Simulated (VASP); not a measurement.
# Rh (Fm-3m) in VASP: further runs, part 2 of 2

VASP 6.6.1.

### 4 Single point, PBE

This run uses another cell than the first one, of 13.40 Å³/atom, 0.980 times its volume.

Input file INCAR:

```
PREC = Accurate
ENCUT = 520
EDIFF = 1E-6
ISMEAR = -1
SIGMA = 0.05
LREAL = False
LASPH = True
NELM = 60
ALGO = Normal
ISIF = 2
LWAVE = False
LCHARG = False
GGA = PE
NBANDS = 14
```

Input file KPOINTS:

```
Automatic mesh
0
Gamma
  12 12 12
```

Input file POSCAR:

```
Rh
1.0
    0.0000000000      1.8851123679      1.8851123679
    1.8851123679      0.0000000000      1.8851123679
    1.8851123679      1.8851123679      0.0000000000
Rh
1
Direct
    0.0000000000      0.0000000000      0.0000000000
```

Potentials or basis: VASP PAW PBE potentials, release 64 (Rh_pv).

The run is started by

```console
> cat potpaw_PBE.64/Rh_pv/POTCAR > POTCAR
> mpirun -np 1 vasp_std > vasp.out
```

OUTCAR:

```text
PREC = Accurate
   ENCUT = 520
   EDIFF = 1E-6
   ISMEAR = -1
   LREAL = False
   LASPH = True
   NELM = 60
   ISIF = 2
   GGA = PE

 ion  position               nearest neighbor table
   1  0.000  0.000  0.000-

  LATTYP: Found a face centered cubic cell.
 ALAT       =     3.7702247358

  Lattice vectors:

 A1 = (   0.0000000000,   1.8851123679,   1.8851123679)
 A2 = (   1.8851123679,   0.0000000000,   1.8851123679)
 A3 = (   1.8851123679,   1.8851123679,   0.0000000000)

Analysis of symmetry for initial positions (statically):
[... 33 lines left out ...]
                                     Primitive cell

  volume of cell :      13.3981

  direct lattice vectors                    reciprocal lattice vectors
     0.000000000  1.885112368  1.885112368    -0.265236178  0.265236178  0.265236178
     1.885112368  0.000000000  1.885112368     0.265236178 -0.265236178  0.265236178
     1.885112368  1.885112368  0.000000000     0.265236178  0.265236178 -0.265236178

  length of vectors
     2.665951477  2.665951477  2.665951477     0.459402537  0.459402537  0.459402537

  position of ions in fractional coordinates (direct lattice)
     0.000000000  0.000000000  0.000000000

[... 123 lines left out ...]

 val. band max:       12.3064164797   @ k =  -0.3333   0.3333   0.0000
 cond. band min:      12.4252832024   @ k =   0.3333   0.1667   0.0000
 fundamental gap:      0.1188667227
 Fermi energy:        12.3936878166

 k-point     1 :       0.0000    0.0000    0.0000
  band No.  band energies     occupation
      1     -34.0618      2.00000
      2     -34.0618      2.00000
      3     -34.0618      2.00000
      4       4.2339      2.00000
      5       9.1688      2.00000
      6       9.1688      2.00000
      7       9.1688      2.00000
      8      11.3388      2.00000
      9      11.3388      2.00000
     10      28.3611      0.00000
     11      32.7957      0.00000
     12      33.9684      0.00000
     13      33.9684      0.00000
     14      33.9684      0.00000
[... 377 lines left out ...]
      1     -34.7875      2.00000
      2     -34.3175      2.00000
      3     -34.2015      2.00000
      4       6.7952      2.00000
      5       8.4752      2.00000
      6       9.7824      2.00000
      7      10.2372      2.00000
      8      12.6400      0.01439
      9      16.5985      0.00000
     10      21.3669      0.00000
     11      28.5636      0.00000
     12      31.5013      0.00000
     13      32.7988      0.00000
     14      33.2525      0.00000

 [... further k-points ...]
[... 5 lines left out ...]
  --------------------------------------------------------------------------------------
  -------------------------------------------------------------------------------------
  Total        1.1479679      1.1479679      1.1479679      0.0000000     -0.0000000      0.0000000
  in kB      137.2772564    137.2772564    137.2772564      0.0000000     -0.0000000      0.0000000
  external PRESSURE =     137.2772564 kB  Pullay stress =       0.0000000 kB

 VOLUME and BASIS-vectors are now :
 -----------------------------------------------------------------------------
  energy-cutoff  :      520.00
  volume of cell :       13.40
      direct lattice vectors                 reciprocal lattice vectors
     0.000000000  1.885112368  1.885112368    -0.265236178  0.265236178  0.265236178
     1.885112368  0.000000000  1.885112368     0.265236178 -0.265236178  0.265236178
     1.885112368  1.885112368  0.000000000     0.265236178  0.265236178 -0.265236178

 POSITION                                       TOTAL-FORCE (eV/Angst)
 -----------------------------------------------------------------------------------
      0.00000      0.00000      0.00000         0.000000      0.000000     -0.000000
 -----------------------------------------------------------------------------------
    total drift:                               -0.000000     -0.000000     -0.000000

  FREE ENERGIE OF THE ION-ELECTRON SYSTEM (eV)
  ---------------------------------------------------
  free  energy   TOTEN  =        -7.2391469258 eV

  energy  without entropy=       -7.2311368202  energy(sigma->0) =       -7.23514187
```

OSZICAR:

```text
N       E                     dE             d eps       ncg     rms          rms(c)
DAV:   1     0.123275637623E+03    0.12328E+03   -0.89406E+03  2024   0.116E+03
DAV:   2    -0.609777718590E+01   -0.12937E+03   -0.12362E+03  2208   0.345E+02
DAV:   3    -0.773523556028E+01   -0.16375E+01   -0.16351E+01  2418   0.425E+01
DAV:   4    -0.774120632627E+01   -0.59708E-02   -0.59706E-02  2256   0.263E+00
DAV:   5    -0.774125663382E+01   -0.50308E-04   -0.50306E-04  2376   0.212E-01    0.108E+01
DAV:   6    -0.726253299802E+01    0.47872E+00   -0.75674E-01  2112   0.123E+01    0.388E+00
DAV:   7    -0.724295285528E+01    0.19580E-01   -0.19954E-02  2334   0.182E+00    0.175E+00
DAV:   8    -0.723930204252E+01    0.36508E-02   -0.34517E-03  2124   0.794E-01    0.237E-01
DAV:   9    -0.723914640988E+01    0.15563E-03   -0.80629E-05  2106   0.123E-01    0.114E-02
DAV:  10    -0.723914692581E+01   -0.51593E-06   -0.30060E-06  2304   0.221E-02
   1 F= -.72391469E+01 E0= -.72351419E+01  d E =-.801011E-02
```

Wall time 6.8 s (1 thread of AMD EPYC 7R13 (Zen 3), shared host); peak memory 0.1 GiB.

What came out:

```
Free energy : -7.2391 eV
Pressure    : 13.7 GPa
```

### 5 Summary

| level | potentials or basis | cell | gap on the mesh (eV) | pressure (GPa) |
| --- | --- | --- | --- | --- |
| LDA | VASP PAW LDA potentials, release 64 (Rh_pv) | a = 2.684 Å, angles 60.0°, 1 atom | none | -9.1 |
| LDA | VASP PAW LDA potentials, release 64 (Rh_pv) | a = 2.702 Å, angles 60.0°, 1 atom | none | -14.2 |
| PBE | VASP PAW PBE potentials, release 64 (Rh_pv) | a = 2.666 Å, angles 60.0°, 1 atom | none | 13.7 |

Alike in all rows: task single point; no spin polarisation; k mesh 12 × 12 × 12; cutoff (eV) 520; smearing fermi-dirac 0.05 eV.

Total energies depend on the potentials used, so only differences within one code and one set of settings carry meaning.
